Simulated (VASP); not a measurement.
# LiH (Fm-3m) in VASP: further runs

Runs on LiH. Level: r2SCAN. Tasks: single point, relaxation of cell and atoms.

All numbers are computed with VASP 6.6.1; they aren't measurements. Logs are shortened: lines on timing, memory, paths and dates and some standing lists are left out, and cuts for length are marked.

### Step 1. The cell of the first run

The structure is cubic, space group Fm-3m (No. 225). The conventional cell has a = 4.056 Å, b = 4.056 Å, c = 4.056 Å, α = 90.00°, β = 90.00°, γ = 90.00°. Within 2.7 Å of Li (site symmetry m-3m) lie 6 H at 2.03 Å. Within 2.7 Å of H (site symmetry m-3m) lie 6 Li at 2.03 Å.

### Step 2. Single point, r2SCAN

Contents of POSCAR:

```
LiH
1.0
    0.0000000000      2.0278228400      2.0278228400
    2.0278228400      0.0000000000      2.0278228400
    2.0278228400      2.0278228400      0.0000000000
Li H
1 1
Direct
    0.0000000000      0.0000000000      0.0000000000
    0.5000000000      0.5000000000      0.5000000000
```

Contents of INCAR.step1:

```
  PREC = Accurate
  ENCUT = 520
  ISMEAR = -1
  SIGMA = 0.02
  LREAL = False
  LASPH = True
  NELM = 80
  NBANDS = 9
  GGA = PE
  ALGO = Normal
  EDIFF = 1E-4
  LWAVE = True
  LCHARG = False
```

Contents of INCAR.step2:

```
  PREC = Accurate
  ENCUT = 520
  EDIFF = 1E-7
  ISMEAR = -1
  SIGMA = 0.02
  LREAL = False
  LASPH = True
  NELM = 80
  ALGO = Normal
  ISIF = 2
  LWAVE = False
  LCHARG = False
  METAGGA = R2SCAN
  LMIXTAU = True
  NBANDS = 9
  ISTART = 1
```

Contents of KPOINTS:

```
Automatic mesh
0
Gamma
  12 12 12
```

Potentials or basis: VASP PAW PBE potentials, release 64 (Li_sv, H).

Started as:

```
$ cat potpaw_PBE.64/Li_sv/POTCAR potpaw_PBE.64/H/POTCAR > POTCAR
$ cp INCAR.step1 INCAR
$ mpirun -np 1 vasp_std > vasp.out
$ cp INCAR.step2 INCAR
$ mpirun -np 1 vasp_std > vasp.out
```

OUTCAR:

```text
PREC = Accurate
   ENCUT = 520
   EDIFF = 1E-7
   ISMEAR = -1
   LREAL = False
   LASPH = True
   NELM = 80
   ISIF = 2
   METAGGA = R2SCAN
   ISTART = 1

 ion  position               nearest neighbor table
   1  0.000  0.000  0.000-
   2  0.500  0.500  0.500-

  LATTYP: Found a face centered cubic cell.
 ALAT       =     4.0556456800

  Lattice vectors:

 A1 = (   0.0000000000,   2.0278228400,   2.0278228400)
 A2 = (   2.0278228400,   0.0000000000,   2.0278228400)
 A3 = (   2.0278228400,   2.0278228400,   0.0000000000)

Analysis of symmetry for initial positions (statically):
=====================================================================
 Subroutine PRICEL returns:
 Original cell was already a primitive cell.

 Routine SETGRP: Setting up the symmetry group for a
 face centered cubic supercell.

 Subroutine GETGRP returns: Found 48 space group operations
 (whereof 48 operations were pure point group operations)
 out of a pool of 48 trial point group operations.

The static configuration has the point symmetry O_h .

Analysis of symmetry for dynamics (positions and initial velocities):
=====================================================================
 Subroutine PRICEL returns:
 Original cell was already a primitive cell.

 Routine SETGRP: Setting up the symmetry group for a
 face centered cubic supercell.

 Subroutine GETGRP returns: Found 48 space group operations
 (whereof 48 operations were pure point group operations)
 out of a pool of 48 trial point group operations.

The dynamic configuration has the point symmetry O_h .

 Subroutine INISYM returns: Found 48 space group operations
 (whereof 48 operations are pure point group operations),
 and found     1 'primitive' translations

----------------------------------------------------------------------------------------

                                     Primitive cell

  volume of cell :      16.6771

  direct lattice vectors                    reciprocal lattice vectors
[... 77 lines left out ...]
 SYSTEM =  unknown system
   PREC   = accura    normal or accurate (medium, high low for compatibility)
   ISTART =      1    job   : 0-new  1-cont  2-samecut
   ICHARG =      0    charge: 1-file 2-atom 10-const
   ISPIN  =      1    spin polarized calculation?
   LNONCOLLINEAR =      F non collinear calculations
   LSORBIT =      F    spin-orbit coupling
   LASPH  =      T    aspherical Exc in radial PAW
   ENCUT  =  520.0 eV  38.22 Ry    6.18 a.u.   5.33  5.33  5.33*2*pi/ulx,y,z
   NELM   =     80;   NELMIN=  2; NELMDL=  0     # of ELM steps
   EDIFF  = 0.1E-06   stopping-criterion for ELM
   LREAL  =      F    real-space projection
   EDIFFG = 0.1E-05   stopping-criterion for IOM
   NSW    =      0    number of steps for IOM
   IBRION =     -1    ionic relax: 0-MD 1-quasi-New 2-CG
   NFREE  =      0    steps in history (QN), initial steepest desc. (CG)
   ISIF   =      2    stress and relaxation
   ISYM   =      2    0-nonsym 1-usesym 2-fastsym
   POTIM  = 0.5000    time-step for ionic-motion
   TEBEG  =    0.0;   TEEND  =   0.0 temperature during run
   PSTRESS=    0.0 pullay stress
   NELECT =       4.0000    total number of electrons
   NUPDOWN=      -1.0000    fix difference up-down
   EMIN   =  10.00;   EMAX   =-10.00  energy-range for DOS
   EFERMI =   0.00;   METHOD = LEGACY
   ISMEAR =    -1;   SIGMA  =   0.02  broadening in eV -4-tet -1-fermi 0-gaus
   EFERMI_NEDOS =   21; number of points for ismear=-14 and -15
   IALGO  =     38    algorithm
   IMIX   =      4    mixing-type and parameters
     AMIX     =   0.40;   BMIX     =  1.00
     AMIX_MAG =   1.60;   BMIX_MAG =  1.00
  volume/ion in A,a.u.               =       8.34        56.27
  Fermi-wavevector in a.u.,A,eV,Ry     =   1.017157  1.922149 14.076712  1.034609
  Thomas-Fermi vector in A             =   2.150542
   LORBIT       =      0    0 simple, 1 ext, 2 COOP (PROOUT), +10 PAW based schemes
   METAGGA = R2SCAN    functional components
   LHFCALC =     F    Hartree Fock is set to
   AEXX    =    0.0000 exact exchange contribution
   IVDW    =     0    specifies the selected vdW correction
   LEPSILON=     F    determine dielectric tensor
   LRPA    =     F    only Hartree local field effects (RPA)
 non-spin polarized calculation
  energy-cutoff  :      520.00
  volume of cell :       16.68
 maximum number of plane-waves:       464
 NGX is ok and might be reduce to    24
   NGX = 11   NGY = 11   NGZ = 11

 number of electron       3.9999997 magnetization

 Free energy of the ion-electron system (eV)
  ---------------------------------------------------
  ext. energy  EPLUGINS =         0.00000000
  ---------------------------------------------------
  free energy    TOTEN  =        -6.81496630 eV

  energy without entropy =       -6.81496630  energy(sigma->0) =       -6.81496630

 E-fermi :   0.2464     XC(G=0):  -8.7058

 val. band max:       -0.3475199191   @ k =   0.5000   0.5000   0.0000
 cond. band min:       3.2534739546   @ k =   0.5000   0.5000   0.0000
 fundamental gap:      3.6009938736
 Fermi energy:         0.2464418798

 k-point     1 :       0.0000    0.0000    0.0000
  band No.  band energies     occupation
      1     -46.1073      2.00000
      2      -5.6644      2.00000
      3      16.7991      0.00000
      4      18.6581      0.00000
      5      18.6581      0.00000
      6      18.6589      0.00000
      7      23.0407      0.00000
      8      23.0407      0.00000
      9      23.0409      0.00000
[... 265 lines left out ...]
 k-point    24 :      -0.4167    0.1667    0.0000
  band No.  band energies     occupation
      1     -46.0644      2.00000
      2      -2.3857      2.00000
      3       5.4214      0.00000
      4      10.5336      0.00000
      5      15.0201      0.00000
      6      16.6050      0.00000
      7      22.8501      0.00000
      8      24.7202      0.00000
      9      28.6708      0.00000

 [... further k-points ...]
[... 5 lines left out ...]
  --------------------------------------------------------------------------------------
  -------------------------------------------------------------------------------------
  Total       -0.1598964     -0.1598964     -0.1598964     -0.0000000     -0.0000000      0.0000000
  in kB      -15.3613439    -15.3613439    -15.3613439     -0.0000000     -0.0000000      0.0000000
  external PRESSURE =     -15.3613439 kB  Pullay stress =       0.0000000 kB

 VOLUME and BASIS-vectors are now :
 -----------------------------------------------------------------------------
  energy-cutoff  :      520.00
  volume of cell :       16.68
      direct lattice vectors                 reciprocal lattice vectors
     0.000000000  2.027822840  2.027822840    -0.246569863  0.246569863  0.246569863
     2.027822840  0.000000000  2.027822840     0.246569863 -0.246569863  0.246569863
     2.027822840  2.027822840  0.000000000     0.246569863  0.246569863 -0.246569863

 POSITION                                       TOTAL-FORCE (eV/Angst)
 -----------------------------------------------------------------------------------
      0.00000      0.00000      0.00000        -0.000000      0.000000     -0.000000
      2.02782      2.02782      2.02782         0.000000     -0.000000      0.000000
 -----------------------------------------------------------------------------------
    total drift:                                0.000000     -0.000000     -0.000000

  FREE ENERGIE OF THE ION-ELECTRON SYSTEM (eV)
  ---------------------------------------------------
  free  energy   TOTEN  =        -6.8149663034 eV

  energy  without entropy=       -6.8149663034  energy(sigma->0) =       -6.81496630
```

OUTCAR.step1:

```text
PREC = Accurate
   ENCUT = 520
   ISMEAR = -1
   LREAL = False
   LASPH = True
[... 509 lines left out ...]
      0.00000      0.00000      0.00000         0.000000      0.000000      0.000000
      2.02782      2.02782      2.02782         0.000000      0.000000      0.000000
 -----------------------------------------------------------------------------------
    total drift:                                0.000000     -0.000000     -0.000000

  FREE ENERGIE OF THE ION-ELECTRON SYSTEM (eV)
  ---------------------------------------------------
  free  energy   TOTEN  =        -6.1247438474 eV

  energy  without entropy=       -6.1247438474  energy(sigma->0) =       -6.12474385
```

It took 36 s on 1 thread of Intel Xeon 6975P-C, shared host; peak memory 0.14 GiB.

What came out:

| Quantity | Value |
| --- | --- |
| Free energy | -6.8150 eV |
| Band gap on the k mesh | 3.60 eV, direct |

Caveat: the cutoff is under 1.25 times the usual one of these potentials, so pressure, stress and relaxed cells hold a basis-set (Pulay) error; the PAW data sets were made with another functional, which shifts forces and pressure a little.

### Step 3. Single point, r2SCAN

This run uses another cell than the first one, of 8.50 Å³/atom, 1.019 times its volume.

Contents of POSCAR:

```
LiH
1.0
    0.0000000000      2.0407392600      2.0407392600
    2.0407392600      0.0000000000      2.0407392600
    2.0407392600      2.0407392600      0.0000000000
Li H
1 1
Direct
    0.0000000000      0.0000000000      0.0000000000
    0.5000000000      0.5000000000      0.5000000000
```

Contents of INCAR.step1:

```
ALGO = Normal
EDIFF = 1E-4
ENCUT = 520
GGA = PE
ISMEAR = -1
LASPH = True
LCHARG = False
LREAL = False
LWAVE = True
NBANDS = 9
NELM = 60
PREC = Accurate
SIGMA = 0.02
```

Contents of INCAR.step2:

```
ALGO = Normal
EDIFF = 1E-6
ENCUT = 520
ISIF = 2
ISMEAR = -1
ISTART = 1
LASPH = True
LCHARG = False
LMIXTAU = True
LREAL = False
LWAVE = False
METAGGA = R2SCAN
NBANDS = 9
NELM = 60
PREC = Accurate
SIGMA = 0.02
```

Contents of KPOINTS:

```
k-points
0
Gamma
  12 12 12
```

Potentials or basis: VASP PAW PBE potentials, release 64 (Li_sv, H).

Started as:

```
$ cat potpaw_PBE.64/Li_sv/POTCAR potpaw_PBE.64/H/POTCAR > POTCAR
$ cp INCAR.step1 INCAR
$ mpirun -np 1 vasp_std > vasp.out
$ cp INCAR.step2 INCAR
$ mpirun -np 1 vasp_std > vasp.out
```

OUTCAR:

```text
EDIFF = 1E-6
   ENCUT = 520
   ISIF = 2
   ISMEAR = -1
   ISTART = 1
   LASPH = True
   LREAL = False
   METAGGA = R2SCAN
   NELM = 60
   PREC = Accurate

 ion  position               nearest neighbor table
   1  0.000  0.000  0.000-
   2  0.500  0.500  0.500-

  LATTYP: Found a face centered cubic cell.
 ALAT       =     4.0814785200

  Lattice vectors:

 A1 = (   0.0000000000,   2.0407392600,   2.0407392600)
 A2 = (   2.0407392600,   0.0000000000,   2.0407392600)
[... 470 lines left out ...]

 [... further k-points ...]

------------------------ aborting loop because EDIFF is reached ----------------------------------------

  FORCE on cell =-STRESS in cart. coord.  units (eV):
  Direction    XX          YY          ZZ          XY          YZ          ZX
  --------------------------------------------------------------------------------------
  -------------------------------------------------------------------------------------
  Total       -0.2475182     -0.2475182     -0.2475182      0.0000000      0.0000000     -0.0000000
  in kB      -23.3305610    -23.3305610    -23.3305610      0.0000000      0.0000000     -0.0000000
  external PRESSURE =     -23.3305610 kB  Pullay stress =       0.0000000 kB

 VOLUME and BASIS-vectors are now :
 -----------------------------------------------------------------------------
  energy-cutoff  :      520.00
  volume of cell :       17.00
      direct lattice vectors                 reciprocal lattice vectors
     0.000000000  2.040739260  2.040739260    -0.245009252  0.245009252  0.245009252
     2.040739260  0.000000000  2.040739260     0.245009252 -0.245009252  0.245009252
     2.040739260  2.040739260  0.000000000     0.245009252  0.245009252 -0.245009252

 POSITION                                       TOTAL-FORCE (eV/Angst)
 -----------------------------------------------------------------------------------
      0.00000      0.00000      0.00000         0.000000     -0.000000     -0.000000
      2.04074      2.04074      2.04074        -0.000000      0.000000      0.000000
 -----------------------------------------------------------------------------------
    total drift:                                0.000000     -0.000000     -0.000000

  FREE ENERGIE OF THE ION-ELECTRON SYSTEM (eV)
  ---------------------------------------------------
  free  energy   TOTEN  =        -6.8118973927 eV

  energy  without entropy=       -6.8118973927  energy(sigma->0) =       -6.81189739
```

OUTCAR.step1:

```text
EDIFF = 1E-4
   ENCUT = 520
   GGA = PE
   ISMEAR = -1
   LASPH = True
[... 509 lines left out ...]
      0.00000      0.00000      0.00000         0.000000     -0.000000      0.000000
      2.04074      2.04074      2.04074        -0.000000      0.000000      0.000000
 -----------------------------------------------------------------------------------
    total drift:                                0.000000     -0.000000     -0.000000

  FREE ENERGIE OF THE ION-ELECTRON SYSTEM (eV)
  ---------------------------------------------------
  free  energy   TOTEN  =        -6.1217098293 eV

  energy  without entropy=       -6.1217098293  energy(sigma->0) =       -6.12170983
```

It took 31 s on 1 thread of Intel Xeon 6975P-C, shared host; peak memory 0.14 GiB.

What came out:

```
Free energy            : -6.8119 eV
Band gap on the k mesh : 3.61 eV, direct
```

Caveat: the cutoff is under 1.25 times the usual one of these potentials, so pressure, stress and relaxed cells hold a basis-set (Pulay) error; the PAW data sets were made with another functional, which shifts forces and pressure a little. A k mesh can miss the band edges.

### Step 4. Relaxation of cell and atoms, r2SCAN

This run uses another cell than the first one, of 8.45 Å³/atom, 1.013 times its volume.

Contents of POSCAR:

```
LiH
1.0
    0.0000000000      2.0367500000      2.0367500000
    2.0367500000      0.0000000000      2.0367500000
    2.0367500000      2.0367500000      0.0000000000
Li H
1 1
Direct
    0.0000000000      0.0000000000      0.0000000000
    0.5000000000      0.5000000000      0.5000000000
```

Contents of INCAR.step1:

```
PREC     = Accurate       # precision mode
ENCUT    = 600            # plane-wave cutoff, eV
ISMEAR   = -1             # smearing method
SIGMA    = 0.02           # smearing width, eV
LREAL    = False          # projectors in reciprocal space
LASPH    = True           # aspherical terms in the spheres
NELM     = 80             # most SCF steps
GGA      = PE             # functional
ALGO     = Normal         # electronic algorithm
EDIFF    = 1E-4           # SCF threshold, eV
LWAVE    = True           # write WAVECAR
LCHARG   = False          # write CHGCAR
```

Contents of INCAR.step2:

```
PREC     = Accurate       # precision mode
ENCUT    = 600            # plane-wave cutoff, eV
EDIFF    = 1E-6           # SCF threshold, eV
ISMEAR   = -1             # smearing method
SIGMA    = 0.02           # smearing width, eV
LREAL    = False          # projectors in reciprocal space
LASPH    = True           # aspherical terms in the spheres
NELM     = 80             # most SCF steps
ALGO     = Normal         # electronic algorithm
ISIF     = 3              # what is computed and relaxed
LWAVE    = False          # write WAVECAR
LCHARG   = False          # write CHGCAR
METAGGA  = R2SCAN         # meta-GGA
LMIXTAU  = True         
IBRION   = 2              # ionic algorithm
NSW      = 80             # ionic steps
EDIFFG   = -0.01          # ionic threshold
ISTART   = 1
```

Contents of KPOINTS:

```
regular mesh
0
Gamma
  12 12 12
```

Started as:

```
$ cat potpaw_PBE.64/Li_sv/POTCAR potpaw_PBE.64/H/POTCAR > POTCAR
$ cp INCAR.step1 INCAR
$ mpirun -np 1 vasp_std > vasp.out
$ cp INCAR.step2 INCAR
$ mpirun -np 1 vasp_std > vasp.out
```

Wall time 76 s (1 thread of Intel Xeon 6975P-C, shared host); peak memory 0.14 GiB.

The run converged. Its results:

```
Free energy                            : -6.8216 eV
Relaxed volume                         : 7.96 Å³/atom
Relaxed cell                           : a = 2.824 Å, b = 2.824 Å, c = 2.824 Å, α = 60.00°, β = 60.00°, γ = 60.00°
Space group after relaxing (to 0.05 Å) : Fm-3m (No. 225)
Energy gained by relaxing              : 3.0 meV/atom
Ionic steps                            : 5
Pressure after relaxing                : -0.1 GPa
Band gap on the k mesh                 : 3.57 eV, direct
```

The path:
```tsv
step	energy change (eV)	largest force (eV/Å)	pressure (GPa)	volume (Å³)
1	0.0000	0.0000	-1.94	16.90
2	-0.0026	0.0000	-1.36	16.65
3	-0.0054	0.0000	-0.71	16.22
4	-0.0037	0.0000	1.50	15.37
5	-0.0061	0.0000	-0.06	15.93
```

Final structure:
```yaml
crystal:
  lattice:
    - [0.00000, 1.99708, 1.99708]
    - [1.99708, 0.00000, 1.99708]
    - [1.99708, 1.99708, 0.00000]
  atoms:
    - { symbol: Li, position: [0.00000, 0.00000, 0.00000] }
    - { symbol: H, position: [0.50000, 0.50000, 0.50000] }
```

Levels at points of the mesh, in eV from the valence-band top:
| k point | band 1 | band 2 | band 3 | band 4 | band 5 | band 6 |
| --- | --- | --- | --- | --- | --- | --- |
| (0.00, 0.00, 0.00) | -45.72 | -5.48 | 17.77 | 19.50 | 19.50 | 19.50 |
| (0.50, 0.00, 0.00) | -45.67 | -2.67 | 5.70 | 15.03 | 18.25 | 18.25 |
| (0.50, 0.50, 0.00) | -45.66 | 0.00 | 3.57 | 11.79 | 11.79 | 15.11 |

Caveat: the cutoff is under 1.25 times the usual one of these potentials, so pressure, stress and relaxed cells hold a basis-set (Pulay) error; the PAW data sets were made with another functional, which shifts forces and pressure a little. A k mesh can miss the band edges.

### Step 5. Summary

| task | cell | cutoff (eV) | gap on the mesh (eV) |
| --- | --- | --- | --- |
| single point | a = 2.868 Å, angles 60.0°, 2 atoms | 520 | 3.60 |
| single point | a = 2.886 Å, angles 60.0°, 2 atoms | 520 | 3.61 |
| relaxation of cell and atoms | relaxed from a = 2.880 Å, angles 60.0°, 2 atoms | 600 | 3.57 |

Alike in all rows: level r2SCAN; potentials or basis VASP PAW PBE potentials, release 64 (Li_sv, H); no spin polarisation; k mesh 12 × 12 × 12; smearing fermi-dirac 0.02 eV.

Caveats: the cutoff is under 1.25 times the usual one of these potentials, so pressure, stress and relaxed cells hold a basis-set (Pulay) error; the PAW data sets were made with another functional, which shifts forces and pressure a little.

Total energies depend on the potentials used, so only differences within one code and one set of settings carry meaning.
